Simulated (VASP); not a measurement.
# V (Im-3m) in VASP: a series of runs

V is run at these levels: PBE, PBEsol; tasks: single point.

All numbers are computed with VASP 6.6.1; they aren't measurements. Logs are shortened: lines on timing, memory, paths and dates and some standing lists are left out, and cuts for length are marked.

### Step 1. The cell of the first run

The structure is cubic, space group Im-3m (No. 229). Conventional cell: a = 3.029 Å, b = 3.029 Å, c = 3.029 Å, α = 90.00°, β = 90.00°, γ = 90.00°. V (site symmetry m-3m) has 14 V at 2.62 to 3.03 Å within 3.5 Å.

### Step 2. Single point, PBE, collinear spin, ferromagnetic start

The input, INCAR:

```
ALGO = Fast ; EDIFF = 1E-6
ENCUT = 520 ; GGA = PE
ISIF = 2 ; ISMEAR = 1
ISPIN = 2 ; LASPH = T
LCHARG = F ; LMAXMIX = 4
LORBIT = 11 ; LREAL = F
LWAVE = F ; MAGMOM = 2
NBANDS = 16 ; NELM = 150
PREC = Accurate ; SIGMA = 0.1
```

The input, KPOINTS:

```
k-points
0
Gamma
  9 9 9
```

The input, POSCAR:

```
V
1.0
   -1.5143500000      1.5143500000      1.5143500000
    1.5143500000     -1.5143500000      1.5143500000
    1.5143500000      1.5143500000     -1.5143500000
V
1
Direct
    0.0000000000      0.0000000000      0.0000000000
```

Potentials or basis: VASP PAW PBE potentials, release 64 (V_sv).

Command:

```sh
> cat potpaw_PBE.64/V_sv/POTCAR > POTCAR
> mpirun -np 1 vasp_std > vasp.out
```

OUTCAR:

```text
EDIFF = 1E-6
   ENCUT = 520
   GGA = PE
   ISIF = 2
   ISMEAR = 1
   ISPIN = 2
   LASPH = T
   LORBIT = 11
   LREAL = F
   NELM = 150
   PREC = Accurate

 ion  position               nearest neighbor table
   1  0.000  0.000  0.000-

  LATTYP: Found a body centered cubic cell.
 ALAT       =     3.0287000000

  Lattice vectors:

 A1 = (  -1.5143500000,   1.5143500000,   1.5143500000)
 A2 = (   1.5143500000,  -1.5143500000,   1.5143500000)
 A3 = (   1.5143500000,   1.5143500000,  -1.5143500000)

Analysis of symmetry for initial positions (statically):
=====================================================================
 Subroutine PRICEL returns:
 Original cell was already a primitive cell.

 Routine SETGRP: Setting up the symmetry group for a
 body centered cubic supercell.

 Subroutine GETGRP returns: Found 48 space group operations
 (whereof 48 operations were pure point group operations)
 out of a pool of 48 trial point group operations.

The static configuration has the point symmetry O_h .

Analysis of symmetry for dynamics (positions and initial velocities):
=====================================================================
 Subroutine PRICEL returns:
 Original cell was already a primitive cell.

 Routine SETGRP: Setting up the symmetry group for a
 body centered cubic supercell.

 Subroutine GETGRP returns: Found 48 space group operations
 (whereof 48 operations were pure point group operations)
 out of a pool of 48 trial point group operations.

The dynamic configuration has the point symmetry O_h .

Analysis of structural, dynamic, and magnetic symmetry:
=====================================================================
 Subroutine PRICEL returns:
 Original cell was already a primitive cell.

 Routine SETGRP: Setting up the symmetry group for a
 body centered cubic supercell.

 Subroutine GETGRP returns: Found 48 space group operations
 (whereof 48 operations were pure point group operations)
 out of a pool of 48 trial point group operations.

The overall configuration has the point symmetry O_h .

 Subroutine INISYM returns: Found 48 space group operations
 (whereof 48 operations are pure point group operations),
 and found     1 'primitive' translations

----------------------------------------------------------------------------------------

                                     Primitive cell

  volume of cell :      13.8912

  direct lattice vectors                    reciprocal lattice vectors
    -1.514350000  1.514350000  1.514350000     0.000000000  0.330174662  0.330174662
     1.514350000 -1.514350000  1.514350000     0.330174662  0.000000000  0.330174662
     1.514350000  1.514350000 -1.514350000     0.330174662  0.330174662  0.000000000

  length of vectors
     2.622931140  2.622931140  2.622931140     0.466937486  0.466937486  0.466937486

  position of ions in fractional coordinates (direct lattice)
     0.000000000  0.000000000  0.000000000

  ion indices of the primitive-cell ions
   primitive index   ion index
                 1           1

----------------------------------------------------------------------------------------

 KPOINTS: k-points

Automatic generation of k-mesh.
 Grid dimensions read from file:
 generate k-points for:    9    9    9

 Generating k-lattice:

  Cartesian coordinates                     Fractional coordinates (reciprocal lattice)
     0.000000000  0.036686074  0.036686074     0.111111111  0.000000000  0.000000000
     0.036686074  0.000000000  0.036686074     0.000000000  0.111111111  0.000000000
     0.036686074  0.036686074  0.000000000     0.000000000  0.000000000  0.111111111

  Length of vectors
     0.051881943  0.051881943  0.051881943

  Shift w.r.t. Gamma in fractional coordinates (k-lattice)
     0.000000000  0.000000000  0.000000000

 Subroutine IBZKPT returns following result:
 ===========================================

 Found     35 irreducible k-points:

 Following reciprocal coordinates:
            Coordinates               Weight
  0.000000  0.000000  0.000000      1.000000
  0.111111  0.000000  0.000000     12.000000
  0.222222  0.000000  0.000000     12.000000
  0.333333  0.000000  0.000000     12.000000
  0.444444  0.000000  0.000000     12.000000
  0.111111  0.111111  0.000000     24.000000
[... 16 lines left out ...]
 -0.333333  0.444444  0.111111     48.000000
 -0.444444 -0.444444  0.111111     24.000000
 [... further k-points ...]
   k-points           NKPTS =     35   k-points in BZ     NKDIM =     35   number of bands    NBANDS=     16
   number of dos      NEDOS =    301   number of ions     NIONS =      1
   total plane-waves  NPLWV =   8000
   dimension x,y,z NGX =    20 NGY =   20 NGZ =   20
   dimension x,y,z NGXF=    40 NGYF=   40 NGZF=   40
   ions per type =               1
   NGX,Y,Z   is equivalent  to a cutoff of  12.68, 12.68, 12.68 a.u.
   NGXF,Y,Z  is equivalent  to a cutoff of  25.35, 25.35, 25.35 a.u.
 SYSTEM =  unknown system
   PREC   = accura    normal or accurate (medium, high low for compatibility)
   ISTART =      0    job   : 0-new  1-cont  2-samecut
   ICHARG =      2    charge: 1-file 2-atom 10-const
   ISPIN  =      2    spin polarized calculation?
   LNONCOLLINEAR =      F non collinear calculations
   LSORBIT =      F    spin-orbit coupling
   LASPH  =      T    aspherical Exc in radial PAW
   ENCUT  =  520.0 eV  38.22 Ry    6.18 a.u.   4.88  4.88  4.88*2*pi/ulx,y,z
   NELM   =    150;   NELMIN=  2; NELMDL= -5     # of ELM steps
   EDIFF  = 0.1E-05   stopping-criterion for ELM
   LREAL  =      F    real-space projection
   EDIFFG = 0.1E-04   stopping-criterion for IOM
   NSW    =      0    number of steps for IOM
   IBRION =     -1    ionic relax: 0-MD 1-quasi-New 2-CG
   NFREE  =      0    steps in history (QN), initial steepest desc. (CG)
   ISIF   =      2    stress and relaxation
   ISYM   =      2    0-nonsym 1-usesym 2-fastsym
   POTIM  = 0.5000    time-step for ionic-motion
   TEBEG  =    0.0;   TEEND  =   0.0 temperature during run
   PSTRESS=    0.0 pullay stress
   NELECT =      13.0000    total number of electrons
   NUPDOWN=      -1.0000    fix difference up-down
   EMIN   =  10.00;   EMAX   =-10.00  energy-range for DOS
   EFERMI =   0.00;   METHOD = LEGACY
   ISMEAR =     1;   SIGMA  =   0.10  broadening in eV -4-tet -1-fermi 0-gaus
   EFERMI_NEDOS =   21; number of points for ismear=-14 and -15
   IALGO  =     68    algorithm
   IMIX   =      4    mixing-type and parameters
     AMIX     =   0.40;   BMIX     =  1.00
     AMIX_MAG =   1.60;   BMIX_MAG =  1.00
  volume/ion in A,a.u.               =      13.89        93.74
  Fermi-wavevector in a.u.,A,eV,Ry     =   1.601313  3.026044 34.888125  2.564205
  Thomas-Fermi vector in A             =   2.698311
   LORBIT       =     11    0 simple, 1 ext, 2 COOP (PROOUT), +10 PAW based schemes
   GGA     = PE    functional components
   LHFCALC =     F    Hartree Fock is set to
   AEXX    =    0.0000 exact exchange contribution
   IVDW    =     0    specifies the selected vdW correction
   LEPSILON=     F    determine dielectric tensor
   LRPA    =     F    only Hartree local field effects (RPA)
 spin polarized calculation
 RMM-DIIS sequential band-by-band and
 Methfessel and Paxton  Order N= 1 SIGMA  =   0.10
  energy-cutoff  :      520.00
  volume of cell :       13.89
 maximum number of plane-waves:       381
   NGX =  9   NGY =  9   NGZ =  9

 number of electron      12.9999997 magnetization       0.2910946

 Free energy of the ion-electron system (eV)
  ---------------------------------------------------
  ext. energy  EPLUGINS =         0.00000000
  ---------------------------------------------------
  free energy    TOTEN  =        -8.97966270 eV

  energy without entropy =       -8.97920490  energy(sigma->0) =       -8.97951010

 E-fermi :   9.3539     XC(G=0): -12.7364

 val. band max:        9.3491728547   @ k =  -0.2222   0.2222   0.2222
 cond. band min:       9.4203689899   @ k =   0.1111   0.0000   0.0000
 fundamental gap:      0.0711961352
 Fermi energy:         9.3539032917

 spin component 1

 k-point     1 :       0.0000    0.0000    0.0000
  band No.  band energies     occupation
      1     -54.5204      1.00000
      2     -27.8676      1.00000
      3     -27.8676      1.00000
      4     -27.8676      1.00000
      5       2.7090      1.00000
      6       9.6151     -0.00069
[... 8 lines left out ...]
     15      36.2760      0.00000
     16      40.2692      0.00000

 k-point     2 :       0.1111    0.0000    0.0000
  band No.  band energies     occupation
      1     -54.5002      1.00000
      2     -27.9667      1.00000
      3     -27.8981      1.00000
      4     -27.8682      1.00000
      5       3.1858      1.00000
      6       9.4204      0.05308
[... 8 lines left out ...]
     15      36.6988      0.00000
     16      37.0282      0.00000
[... 387 lines left out ...]
      5       6.9219      1.00000
      6       8.3201      1.00000
[... 8 lines left out ...]
     15      34.4558      0.00000
     16      39.6539      0.00000

 k-point    24 :      -0.4444   -0.4444    0.1111
  band No.  band energies     occupation
      1     -54.3159      1.00000
      2     -28.5970      1.00000
      3     -28.2479      1.00000
      4     -27.9943      1.00000
      5       6.9997      1.00000
      6       8.6466      1.00000
[... 8 lines left out ...]
     15      33.3974      0.00000
     16      39.1884      0.00000

 [... further k-points ...]

 spin component 2

 k-point     1 :       0.0000    0.0000    0.0000
  band No.  band energies     occupation
      1     -54.3199      1.00000
      2     -27.6696      1.00000
      3     -27.6696      1.00000
      4     -27.6696      1.00000
      5       2.9159      1.00000
      6       9.8642     -0.00000
[... 8 lines left out ...]
     15      36.4300      0.00000
     16      41.0870      0.00000

 k-point     2 :       0.1111    0.0000    0.0000
  band No.  band energies     occupation
      1     -54.2997      1.00000
      2     -27.7685      1.00000
      3     -27.7000      1.00000
      4     -27.6702      1.00000
      5       3.3927      1.00000
      6       9.6689     -0.00004
[... 8 lines left out ...]
     15      36.8976      0.00000
     16      37.2657      0.00000
[... 387 lines left out ...]
      5       7.1198      1.00000
      6       8.4997      1.00000
[... 8 lines left out ...]
     15      34.6772      0.00000
     16      39.8668      0.00000

 k-point    24 :      -0.4444   -0.4444    0.1111
  band No.  band energies     occupation
      1     -54.1157      1.00000
      2     -28.3976      1.00000
      3     -28.0488      1.00000
      4     -27.7961      1.00000
      5       7.1926      1.00000
      6       8.8154      1.00000
[... 8 lines left out ...]
     15      33.6166      0.00000
     16      39.4001      0.00000

 [... further k-points ...]

------------------------ aborting loop because EDIFF is reached ----------------------------------------

  FORCE on cell =-STRESS in cart. coord.  units (eV):
  Direction    XX          YY          ZZ          XY          YZ          ZX
  --------------------------------------------------------------------------------------
  -------------------------------------------------------------------------------------
  Total       -0.4445898     -0.4445898     -0.4445898      0.0000000      0.0000000      0.0000000
  in kB      -51.2780278    -51.2780278    -51.2780278      0.0000000      0.0000000      0.0000000
  external PRESSURE =     -51.2780278 kB  Pullay stress =       0.0000000 kB

 VOLUME and BASIS-vectors are now :
 -----------------------------------------------------------------------------
  energy-cutoff  :      520.00
  volume of cell :       13.89
      direct lattice vectors                 reciprocal lattice vectors
    -1.514350000  1.514350000  1.514350000     0.000000000  0.330174662  0.330174662
     1.514350000 -1.514350000  1.514350000     0.330174662  0.000000000  0.330174662
     1.514350000  1.514350000 -1.514350000     0.330174662  0.330174662  0.000000000

 POSITION                                       TOTAL-FORCE (eV/Angst)
 -----------------------------------------------------------------------------------
      0.00000      0.00000      0.00000         0.000000     -0.000000      0.000000
 -----------------------------------------------------------------------------------
    total drift:                                0.000000     -0.000000      0.000000

  FREE ENERGIE OF THE ION-ELECTRON SYSTEM (eV)
  ---------------------------------------------------
  free  energy   TOTEN  =        -8.9796627017 eV

  energy  without entropy=       -8.9792048977  energy(sigma->0) =       -8.97951010

 total charge

# of ion       s       p       d       tot
------------------------------------------
    1        2.331   6.212   3.057  11.601

 magnetization (x)

# of ion       s       p       d       tot
------------------------------------------
    1        0.003   0.025   0.201   0.229
```

Wall time 7.2 s (1 thread of Intel Xeon 6975P-C (Granite Rapids), shared host); peak memory 0.13 GiB.

Results:

```yaml
Free_energy: -8.9797 eV
Pressure: -5.1 GPa
Net_moment: 0.29 μB per cell
Site_moments: V +0.23 μB
Valence_electrons_inside_the_program's_atomic_spheres: V 11.60
```

Caveat: the cell stands under tension.

### Step 3. Single point, PBEsol, collinear spin, ferromagnetic start

The input, INCAR:

```
SYSTEM = V
PREC = Accurate
ENCUT = 520
EDIFF = 1E-6
ISMEAR = -1
SIGMA = 0.1
LREAL = .FALSE.
LASPH = .TRUE.
NELM = 150
ALGO = Normal
ISIF = 2
LWAVE = .FALSE.
LCHARG = .FALSE.
ISPIN = 2
MAGMOM = 2
LORBIT = 11
LMAXMIX = 4
GGA = PS
NBANDS = 16
```

The input, KPOINTS:

```
regular mesh
0
G
  9 9 9
  0 0 0
```

POSCAR is that of step 2.

Potentials or basis: VASP PAW PBE potentials, release 64 (V_sv).

Command:

```sh
> cat potpaw_PBE.64/V_sv/POTCAR > POTCAR
> mpirun -np 1 vasp_std > vasp.out
```

Wall time 6.8 s (1 thread of Intel Xeon 6975P-C (Granite Rapids), shared host); peak memory 0.13 GiB.

Results (log left out):

| Item | Value |
| --- | --- |
| Free energy | -9.6267 eV |
| Pressure | -11.7 GPa |
| Net moment | 0.00 μB per cell |
| Valence electrons inside the program's atomic spheres | V 11.61 |

Levels at points of the mesh, in eV from the Fermi level:
Spin up:
```tsv
k point	band 3	band 4	band 5	band 6	band 7	band 8	band 9	band 10
(0.00, 0.00, 0.00)	-37.00	-37.00	-6.57	0.37	0.37	0.37	2.29	2.29
```
Spin down:
| k point | band 2 | band 3 | band 4 | band 5 | band 6 | band 7 | band 8 | band 9 | band 10 | band 11 |
| --- | --- | --- | --- | --- | --- | --- | --- | --- | --- | --- |
| (0.00, 0.00, 0.00) | -37.00 | -37.00 | -37.00 | -6.57 | 0.37 | 0.37 | 0.37 | 2.29 | 2.29 | 20.20 |

Caveat: the cell stands under tension; the PAW data sets were made with another functional, which shifts forces and pressure a little.

### Step 4. Single point, PBE, collinear spin, ferromagnetic start

The input, INCAR:

```
SYSTEM = V
PREC = Accurate
ENCUT = 520
EDIFF = 1E-7
ISMEAR = 1
SIGMA = 0.1
LREAL = .False.
LASPH = .True.
NELM = 150
ALGO = Fast
ISIF = 2
LWAVE = .False.
LCHARG = .False.
ISPIN = 2
MAGMOM = 2
LORBIT = 11
LMAXMIX = 4
GGA = PE
NBANDS = 16
```

The input, KPOINTS:

```
Automatic mesh
0
Gamma
  11 11 11
  0 0 0
```

POSCAR is that of step 3.

Command:

```sh
> cat potpaw_PBE.64/V_sv/POTCAR > POTCAR
> mpirun -np 1 vasp_std > vasp.out
```

Run time: 12 s. Hardware: 1 thread of Intel Xeon 6975P-C (Granite Rapids), shared host; peak memory 0.14 GiB.

Results (log left out):

```
Free energy                                           : -8.9832 eV
Pressure                                              : -5.2 GPa
Net moment                                            : 0.00 μB per cell
Valence electrons inside the program's atomic spheres : V 11.60
```

Levels at points of the mesh, in eV from the Fermi level:
Spin up:
```tsv
k point	band 4	band 5	band 6	band 7	band 8	band 9
(0.00, 0.00, 0.00)	-37.08	-6.48	0.43	0.43	0.43	2.36
```
Spin down:
| k point | band 4 | band 5 | band 6 | band 7 | band 8 | band 9 |
| --- | --- | --- | --- | --- | --- | --- |
| (0.00, 0.00, 0.00) | -37.08 | -6.48 | 0.43 | 0.43 | 0.43 | 2.36 |

Caveat: the cell stands under tension.

### Step 5. Single point, PBEsol, collinear spin, ferromagnetic start

The input, INCAR:

```
PREC = Accurate
ENCUT = 520
EDIFF = 1E-7
ISMEAR = -1
SIGMA = 0.1
LREAL = False
LASPH = True
NELM = 150
ALGO = Normal
ISIF = 2
LWAVE = False
LCHARG = True
ISPIN = 2
MAGMOM = 2
LORBIT = 11
LMAXMIX = 4
GGA = PS
LELF = True
LVHAR = True
NBANDS = 16
```

The input, KPOINTS:

```
regular mesh
0
Gamma
  11 11 11
```

POSCAR is that of step 4.

Command:

```sh
> cat potpaw_PBE.64/V_sv/POTCAR > POTCAR
> mpirun -np 1 vasp_std > vasp.out
```

It took 10 s on 1 thread of Intel Xeon 6975P-C (Granite Rapids), shared host; peak memory 0.14 GiB.

The run converged. Its results:

```yaml
Free_energy: -9.6273 eV
Pressure: -11.6 GPa
Net_moment: 0.00 μB per cell
Valence_electrons_inside_the_program's_atomic_spheres: V 11.61
```

Levels at points of the mesh, in eV from the Fermi level:
Spin up:
| k point | band 4 | band 5 | band 6 | band 7 | band 8 | band 9 |
| --- | --- | --- | --- | --- | --- | --- |
| (0.00, 0.00, 0.00) | -36.97 | -6.55 | 0.39 | 0.39 | 0.39 | 2.32 |
Spin down:
```csv
k point,band 3,band 4,band 5,band 6,band 7,band 8,band 9,band 10
"(0.00, 0.00, 0.00)",-36.97,-36.97,-6.54,0.39,0.39,0.39,2.32,2.32
```

Caveat: the cell stands under tension; the PAW data sets were made with another functional, which shifts forces and pressure a little.

(Part 1 of 2 ends here.)
